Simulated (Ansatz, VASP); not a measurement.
MnO2: VASP beside Ansatz

Contents of INCAR:

```
PREC = Accurate
ENCUT = 520
EDIFF = 1E-7
ISMEAR = -1
SIGMA = 0.05
LREAL = F
LASPH = T
NELM = 150
ALGO = Normal
ISIF = 2
LWAVE = F
LCHARG = T
ISPIN = 2
MAGMOM = 4 4 0 0 0 0
LORBIT = 11
LMAXMIX = 4
GGA = PS
LELF = T
LVHAR = T
NBANDS = 38
```

File KPOINTS:

```
regular mesh
0
Gamma
  9 7 5
```

File POSCAR:

```
MnO2
1.0
    2.9041580000      0.0000000000      0.0000000000
    0.0000000000      3.8448100000      0.0000000000
    0.0000000000      0.0000000000      6.1642640000
Mn O
2 4
Direct
    0.5000000000      0.5000000000      0.3433015000
    0.0000000000      0.0000000000      0.6566985000
    0.5000000000      0.0000000000      0.8375675000
    0.0000000000      0.5000000000      0.1624325000
    0.5000000000      0.0000000000      0.4217995000
    0.0000000000      0.5000000000      0.5782005000
```

input.yaml

```yaml
crystal:
  lattice:
    - [2.904158, 0.0, 0.0]
    - [0.0, 3.84481, 0.0]
    - [0.0, 0.0, 6.164264]
  atoms:
    - { symbol: Mn, position: [0.5, 0.5, 0.3433015], spin: 4.0 }
    - { symbol: Mn, position: [0.0, 0.0, 0.6566985], spin: 4.0 }
    - { symbol: O, position: [0.5, 0.0, 0.8375675] }
    - { symbol: O, position: [0.0, 0.5, 0.1624325] }
    - { symbol: O, position: [0.5, 0.0, 0.4217995] }
    - { symbol: O, position: [0.0, 0.5, 0.5782005] }
hamiltonian:
  xc: pbesol
  pseudopotentials: { kind: paw }
magnetization:
  spin_polarized: true
kpoints:
  mp_grid: { grid: [9, 7, 5] }
  band_path:
    path:
      - [[0.0, 0.0, 0.0], [0.5, 0.0, 0.0], [0.5, 0.5, 0.0], [0.0, 0.5, 0.0], [0.0, 0.0, 0.0], [0.0, 0.0, 0.5], [0.5, 0.0, 0.5], [0.5, 0.5, 0.5], [0.0, 0.5, 0.5], [0.0, 0.0, 0.5]]
      - [[0.0, 0.5, 0.0], [0.0, 0.5, 0.5]]
      - [[0.5, 0.0, 0.5], [0.5, 0.0, 0.0]]
      - [[0.5, 0.5, 0.0], [0.5, 0.5, 0.5]]
    npoints: 14
scf:
  occupations: { method: fermi_dirac, width: 0.05 }
  n_extra_bands: 15
output:
  forces: true
  stress: true
  eigenvalues: true
  fatbands: false
```

Alike in both runs: functional PBEsol; k mesh 9 × 7 × 5; occupations fermi-dirac, width 0.05 eV; collinear spin.

```csv
,VASP,Ansatz
version,VASP 6.6.1,Ansatz 0.2.0
potentials or method,"VASP PAW PBE potentials, release 64 (Mn_pv, O)",Ansatz PAW
plane-wave cutoff (eV),520,420
valence electrons in the cell,50,54
task,single point,band structure
```

|  | VASP | Ansatz | Ansatz less VASP |
| --- | --- | --- | --- |
| gap on the k mesh at the Fermi level (eV) | none | none | - |
| pressure (GPa) | -12.7 | -13.4 | -0.72 |
| traceless stress, the component that is largest in VASP (GPa) | -4.92 | -5.33 | -0.405 |
| rms of the force components (eV/Å) | 0.375 | 0.416 | +0.0413 |
| net moment per atom (μB) | 1.00 | 1.00 | 0.000 |
| size of the moment on the site where the two differ most (μB) | 2.79 | 2.41 | -0.384 |

VASP's potentials were made for PBE, not for PBEsol. Site moments also hang on the region over which each program counts them. Atom by atom the forces differ by 0.042 eV/Å (rms over components). A gap of «none» marks a metal or a gap that the smearing closes. VASP's potentials hold 50 valence electrons a cell and Ansatz's 54, so a difference there can come from the potentials and not from the codes.
